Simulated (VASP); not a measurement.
# ZrH3 (Pm-3m) in VASP: notebook, part 2 of 2

VASP 6.6.1. Earlier steps stand in the parts before.

### 4 Relaxation of cell and atoms, r2SCAN, target pressure 2 GPa, at which the enthalpy is minimised

The input, POSCAR:

```
ZrH3
1.0
    3.1260380000      0.0000000000      0.0000000000
    0.0000000000      3.1260380000      0.0000000000
    0.0000000000      0.0000000000      3.1260380000
Zr H
1 3
Direct
    0.0000000000      0.0000000000      0.0000000000
    0.0000000000      0.5000000000      0.5000000000
    0.5000000000      0.0000000000      0.5000000000
    0.5000000000      0.5000000000      0.0000000000
```

The input, INCAR.step1:

```
PREC = Accurate ; ENCUT = 600
ISMEAR = 1 ; SIGMA = 0.1
LREAL = F ; LASPH = T
NELM = 60 ; GGA = PE
ALGO = Normal ; EDIFF = 1E-4
LWAVE = T ; LCHARG = F
```

The input, INCAR.step2:

```
PREC = Accurate ; ENCUT = 600
EDIFF = 1E-6 ; ISMEAR = 1
SIGMA = 0.1 ; LREAL = F
LASPH = T ; NELM = 60
ALGO = Normal ; ISIF = 3
LWAVE = F ; LCHARG = F
METAGGA = R2SCAN ; LMIXTAU = T
IBRION = 2 ; NSW = 80
EDIFFG = -0.01 ; PSTRESS = 20.0
ISTART = 1
```

The input, KPOINTS:

```
Automatic mesh
0
Gamma
  7 7 7
```

Potentials or basis: VASP PAW PBE potentials, release 64 (Zr_sv, H).

Command:

```console
$ cat potpaw_PBE.64/Zr_sv/POTCAR potpaw_PBE.64/H/POTCAR > POTCAR
$ cp INCAR.step1 INCAR
$ mpirun -np 1 vasp_std > vasp.out
$ cp INCAR.step2 INCAR
$ mpirun -np 1 vasp_std > vasp.out
```

OUTCAR:

```text
PREC = Accurate
   ENCUT = 600
   EDIFF = 1E-6
   ISMEAR = 1
   LREAL = F
   LASPH = T
   NELM = 60
   ISIF = 3
   METAGGA = R2SCAN
   IBRION = 2
   NSW = 80
   EDIFFG = -0.01
   PSTRESS = 20.0
   ISTART = 1

 ion  position               nearest neighbor table
   1  0.000  0.000  0.000-   2 2.21   3 2.21   4 2.21   2 2.21   3 2.21   2 2.21   4 2.21   2 2.21
                             3 2.21   4 2.21   3 2.21   4 2.21
   2  0.000  0.500  0.500-   1 2.21   1 2.21   1 2.21   1 2.21
   3  0.500  0.000  0.500-   1 2.21   1 2.21   1 2.21   1 2.21
   4  0.500  0.500  0.000-   1 2.21   1 2.21   1 2.21   1 2.21

  LATTYP: Found a simple cubic cell.
 ALAT       =     3.1260380000

  Lattice vectors:

 A1 = (   3.1260380000,   0.0000000000,   0.0000000000)
 A2 = (   0.0000000000,   3.1260380000,   0.0000000000)
 A3 = (   0.0000000000,   0.0000000000,   3.1260380000)

Analysis of symmetry for initial positions (statically):
=====================================================================
 Subroutine PRICEL returns:
 Original cell was already a primitive cell.

 Routine SETGRP: Setting up the symmetry group for a
[... 237 lines left out ...]
     10      12.3003      0.00000
     11      14.1603      0.00000
[... 253 lines left out ...]
 k-point    20 :       0.4286    0.4286    0.4286
  band No.  band energies     occupation
      1     -42.6769      2.00000
      2     -20.4372      2.00000
      3     -20.4271      2.00000
      4     -20.4271      2.00000
      5       1.6920      2.00000
      6       2.0305      2.00000
      7       2.0305      2.00000
      8      12.3101      0.00000
      9      12.3101      0.00000
     10      12.7584      0.00000
     11      13.1312      0.00000

------------------------ aborting loop because EDIFF is reached ----------------------------------------

  FORCE on cell =-STRESS in cart. coord.  units (eV):
  Direction    XX          YY          ZZ          XY          YZ          ZX
  --------------------------------------------------------------------------------------
  -------------------------------------------------------------------------------------
  Total        0.3493479      0.3493479      0.3493479     -0.0000000     -0.0000000      0.0000000
  in kB       18.7827218     18.7827218     18.7827218     -0.0000000     -0.0000000      0.0000000
  external PRESSURE =      -1.2172782 kB  Pullay stress =      20.0000000 kB

 VOLUME and BASIS-vectors are now :
 -----------------------------------------------------------------------------
  energy-cutoff  :      600.00
  volume of cell :       29.80
      direct lattice vectors                 reciprocal lattice vectors
     3.100297827  0.000000000  0.000000000     0.322549657 -0.000000000  0.000000000
     0.000000000  3.100297827  0.000000000    -0.000000000  0.322549657  0.000000000
     0.000000000  0.000000000  3.100297827    -0.000000000  0.000000000  0.322549657

 POSITION                                       TOTAL-FORCE (eV/Angst)
 -----------------------------------------------------------------------------------
      0.00000      0.00000      0.00000         0.000000      0.000000      0.000000
      0.00000      1.55015      1.55015        -0.000000      0.000000      0.000000
      1.55015      0.00000      1.55015         0.000000      0.000000      0.000000
      1.55015      1.55015      0.00000         0.000000      0.000000      0.000000
 -----------------------------------------------------------------------------------
    total drift:                               -0.000000     -0.000000     -0.000000

  FREE ENERGIE OF THE ION-ELECTRON SYSTEM (eV)
  ---------------------------------------------------
  free  energy   TOTEN  =       -34.4496053459 eV

  energy  without entropy=      -34.4489551915  energy(sigma->0) =      -34.44938863

  enthalpy is  TOTEN    =       -34.0776167200 eV   P V=        0.3719886259

 reached required accuracy - stopping structural energy minimisation
```

OSZICAR.step1:

```text
N       E                     dE             d eps       ncg     rms          rms(c)
DAV:   1     0.104557814377E+03    0.10456E+03   -0.84502E+03   440   0.144E+03
DAV:   2    -0.164840878093E+02   -0.12104E+03   -0.11581E+03   488   0.338E+02
DAV:   3    -0.211541322890E+02   -0.46700E+01   -0.45796E+01   682   0.603E+01
DAV:   4    -0.213086227699E+02   -0.15449E+00   -0.15436E+00   563   0.101E+01
DAV:   5    -0.213121785204E+02   -0.35558E-02   -0.35555E-02   658   0.123E+00    0.166E+01
DAV:   6    -0.199128595287E+02    0.13993E+01   -0.25700E+00   494   0.137E+01    0.635E+00
DAV:   7    -0.197950862611E+02    0.11777E+00   -0.98508E-01   582   0.713E+00    0.128E+00
DAV:   8    -0.198021679319E+02   -0.70817E-02   -0.12130E-01   501   0.363E+00    0.996E-01
DAV:   9    -0.197992444305E+02    0.29235E-02   -0.21542E-02   517   0.136E+00    0.931E-02
DAV:  10    -0.197991337276E+02    0.11070E-03   -0.13495E-03   519   0.334E-01    0.334E-02
DAV:  11    -0.197991386424E+02   -0.49148E-05   -0.33454E-05   298   0.708E-02
   1 F= -.19799139E+02 E0= -.19798959E+02  d E =-.539720E-03
```

Run time: 83 s. Hardware: 1 thread of Intel Xeon Platinum 8259CL at 2.50GHz (Skylake/Cascade Lake), shared host; peak memory 0.17 GiB.

What came out:

```
Free energy                                            : -34.4496 eV
Relaxed volume                                         : 7.45 Å³/atom
Relaxed cell                                           : a = 3.100 Å, b = 3.100 Å, c = 3.100 Å, α = 90.00°, β = 90.00°, γ = 90.00°
Space group after relaxing (to 0.05 Å)                 : Pm-3m (No. 221)
Energy change on relaxing (the enthalpy is what falls) : +0.2 meV/atom
Ionic steps                                            : 2
Pressure after relaxing                                : 1.9 GPa
```

The path:
| step | energy change (eV) | largest force (eV/Å) | pressure (GPa) | volume (Å³) |
| --- | --- | --- | --- | --- |
| 1 | 0.0000 | 0.0000 | -1.58 | 30.55 |
| 2 | 0.0006 | 0.0000 | 1.88 | 29.80 |

Final structure:
```yaml
crystal:
  lattice:
    - [3.10030, 0.00000, 0.00000]
    - [0.00000, 3.10030, 0.00000]
    - [0.00000, 0.00000, 3.10030]
  atoms:
    - { symbol: Zr, position: [0.00000, 0.00000, 0.00000] }
    - { symbol: H, position: [0.00000, 0.50000, 0.50000] }
    - { symbol: H, position: [0.50000, 0.00000, 0.50000] }
    - { symbol: H, position: [0.50000, 0.50000, 0.00000] }
```

Levels at points of the mesh, in eV from the Fermi level:
```
           k point  band 5  band 6  band 7  band 8  band 9  band 10
(0.00, 0.00, 0.00)  -10.91   -4.71   -4.71    4.08    4.08     4.08
```

Caveat: the cell is relaxed towards a set pressure, so the enthalpy falls and the energy may rise; the PAW data sets were made with another functional, which shifts forces and pressure a little.

### 5 Relaxation of cell and atoms, r2SCAN, target pressure 5 GPa, at which the enthalpy is minimised

POSCAR is that of step 4.

The input, INCAR.step1:

```
  ALGO = Normal
  EDIFF = 1E-4
  ENCUT = 600
  GGA = PE
  ISMEAR = 1
  LASPH = T
  LCHARG = F
  LREAL = F
  LWAVE = T
  NELM = 80
  PREC = Accurate
  SIGMA = 0.1
```

The input, INCAR.step2:

```
  ALGO = Normal
  EDIFF = 1E-6
  EDIFFG = -0.01
  ENCUT = 600
  IBRION = 2
  ISIF = 3
  ISMEAR = 1
  ISTART = 1
  LASPH = T
  LCHARG = F
  LMIXTAU = T
  LREAL = F
  LWAVE = F
  METAGGA = R2SCAN
  NELM = 80
  NSW = 80
  PREC = Accurate
  PSTRESS = 50.0
  SIGMA = 0.1
```

The input, KPOINTS:

```
k-points
0
Gamma
  7 7 7
```

Command:

```console
$ cat potpaw_PBE.64/Zr_sv/POTCAR potpaw_PBE.64/H/POTCAR > POTCAR
$ cp INCAR.step1 INCAR
$ mpirun -np 1 vasp_std > vasp.out
$ cp INCAR.step2 INCAR
$ mpirun -np 1 vasp_std > vasp.out
```

It took 72 s on 1 thread of Intel Xeon Platinum 8259CL at 2.50GHz (Skylake/Cascade Lake), shared host; peak memory 0.17 GiB.

It converged, with:

```
Free energy                                            : -34.4365 eV
Relaxed volume                                         : 7.30 Å³/atom
Relaxed cell                                           : a = 3.079 Å, b = 3.079 Å, c = 3.079 Å, α = 90.00°, β = 90.00°, γ = 90.00°
Space group after relaxing (to 0.05 Å)                 : Pm-3m (No. 221)
Energy change on relaxing (the enthalpy is what falls) : +3.4 meV/atom
Ionic steps                                            : 2
Pressure after relaxing                                : 5.0 GPa
```

The path:
```
step  energy change (eV)  largest force (eV/Å)  pressure (GPa)  volume (Å³)
   1              0.0000                0.0000           -1.58        30.55
   2              0.0137                0.0000            4.98        29.18
```

Final structure:
```
Zr H
1.0
     3.07873    0.00000    0.00000
     0.00000    3.07873    0.00000
     0.00000    0.00000    3.07873
Zr H
1 3
Direct
  0.00000 0.00000 0.00000
  0.00000 0.50000 0.50000
  0.50000 0.00000 0.50000
  0.50000 0.50000 0.00000
```

Levels at points of the mesh, in eV from the Fermi level:
| k point | band 4 | band 5 | band 6 | band 7 | band 8 | band 9 | band 10 | band 11 |
| --- | --- | --- | --- | --- | --- | --- | --- | --- |
| (0.00, 0.00, 0.00) | -28.05 | -11.04 | -4.80 | -4.80 | 4.18 | 4.18 | 4.18 | 6.07 |

Caveat: the cell is relaxed towards a set pressure, so the enthalpy falls and the energy may rise; the PAW data sets were made with another functional, which shifts forces and pressure a little.

### 6 Relaxation of cell and atoms, r2SCAN, target pressure 10 GPa, at which the enthalpy is minimised

POSCAR is that of step 5.

The input, INCAR.step1:

```
SYSTEM = ZrH3
PREC     = Accurate       ! precision mode
ENCUT    = 600            ! plane-wave cutoff, eV
ISMEAR   = 1              ! smearing method
SIGMA    = 0.1            ! smearing width, eV
LREAL    = .FALSE.        ! projectors in reciprocal space
LASPH    = .TRUE.         ! aspherical terms in the spheres
NELM     = 100            ! most SCF steps
GGA      = PE             ! functional
ALGO     = Normal         ! electronic algorithm
EDIFF    = 1E-4           ! SCF threshold, eV
LWAVE    = .TRUE.         ! write WAVECAR
LCHARG   = .FALSE.        ! write CHGCAR
```

The input, INCAR.step2:

```
SYSTEM = ZrH3
PREC     = Accurate       ! precision mode
ENCUT    = 600            ! plane-wave cutoff, eV
EDIFF    = 1E-6           ! SCF threshold, eV
ISMEAR   = 1              ! smearing method
SIGMA    = 0.1            ! smearing width, eV
LREAL    = .FALSE.        ! projectors in reciprocal space
LASPH    = .TRUE.         ! aspherical terms in the spheres
NELM     = 100            ! most SCF steps
ALGO     = Normal         ! electronic algorithm
ISIF     = 3              ! what is computed and relaxed
LWAVE    = .FALSE.        ! write WAVECAR
LCHARG   = .FALSE.        ! write CHGCAR
METAGGA  = R2SCAN         ! meta-GGA
LMIXTAU  = .TRUE.       
IBRION   = 2              ! ionic algorithm
NSW      = 80             ! ionic steps
EDIFFG   = -0.01          ! ionic threshold
PSTRESS  = 100.0        
ISTART   = 1
```

The input, KPOINTS:

```
Automatic mesh
0
G
  7 7 7
  0 0 0
```

Potentials or basis: VASP PAW PBE potentials, release 64 (Zr_sv, H).

Command:

```console
$ cat potpaw_PBE.64/Zr_sv/POTCAR potpaw_PBE.64/H/POTCAR > POTCAR
$ cp INCAR.step1 INCAR
$ mpirun -np 1 vasp_std > vasp.out
$ cp INCAR.step2 INCAR
$ mpirun -np 1 vasp_std > vasp.out
```

It took 100 s on 1 thread of Intel Xeon Platinum 8259CL at 2.50GHz (Skylake/Cascade Lake), shared host; peak memory 0.17 GiB.

The run converged. Its results:

| Property | Result |
| --- | --- |
| Free energy | -34.3953 eV |
| Relaxed volume | 7.07 Å³/atom |
| Relaxed cell | a = 3.047 Å, b = 3.047 Å, c = 3.047 Å, α = 90.00°, β = 90.00°, γ = 90.00° |
| Space group after relaxing (to 0.05 Å) | Pm-3m (No. 221) |
| Energy change on relaxing (the enthalpy is what falls) | +13.7 meV/atom |
| Ionic steps | 3 |
| Pressure after relaxing | 10.0 GPa |

The path:
| step | energy change (eV) | largest force (eV/Å) | pressure (GPa) | volume (Å³) |
| --- | --- | --- | --- | --- |
| 1 | 0.0000 | 0.0000 | -1.58 | 30.55 |
| 2 | 0.0629 | 0.0000 | 10.75 | 28.17 |
| 3 | 0.0550 | 0.0000 | 10.01 | 28.29 |

Final structure:
```
Zr H
1.0
     3.04716    0.00000    0.00000
     0.00000    3.04716    0.00000
     0.00000    0.00000    3.04716
Zr H
1 3
Direct
  0.00000 0.00000 0.00000
  0.00000 0.50000 0.50000
  0.50000 0.00000 0.50000
  0.50000 0.50000 0.00000
```

Levels at points of the mesh, in eV from the Fermi level:
```csv
k point,band 3,band 4,band 5,band 6,band 7,band 8,band 9,band 10,band 11
"(0.00, 0.00, 0.00)",-27.96,-27.96,-11.23,-4.94,-4.94,4.33,4.33,4.33,6.26
```

Caveat: the cell is relaxed towards a set pressure, so the enthalpy falls and the energy may rise; the PAW data sets were made with another functional, which shifts forces and pressure a little.

### 7 Overview

```tsv
cell	gap on the mesh (eV)	pressure (GPa)
relaxed to -2 GPa	none	-1.9
relaxed	none	-0.1
relaxed to 2 GPa	none	1.9
relaxed to 5 GPa	none	5.0
relaxed to 10 GPa	none	10.0
```

Alike in all rows: task relaxation of cell and atoms; level r2SCAN; potentials or basis VASP PAW PBE potentials, release 64 (Zr_sv, H); no spin polarisation; k mesh 7 × 7 × 7; cutoff (eV) 600; smearing methfessel-paxton 0.1 eV.

Caveats: the PAW data sets were made with another functional, which shifts forces and pressure a little; the cell is relaxed towards a set pressure, so the enthalpy falls and the energy may rise (some runs).

Total energies depend on the potentials used, so only differences within one code and one set of settings carry meaning.
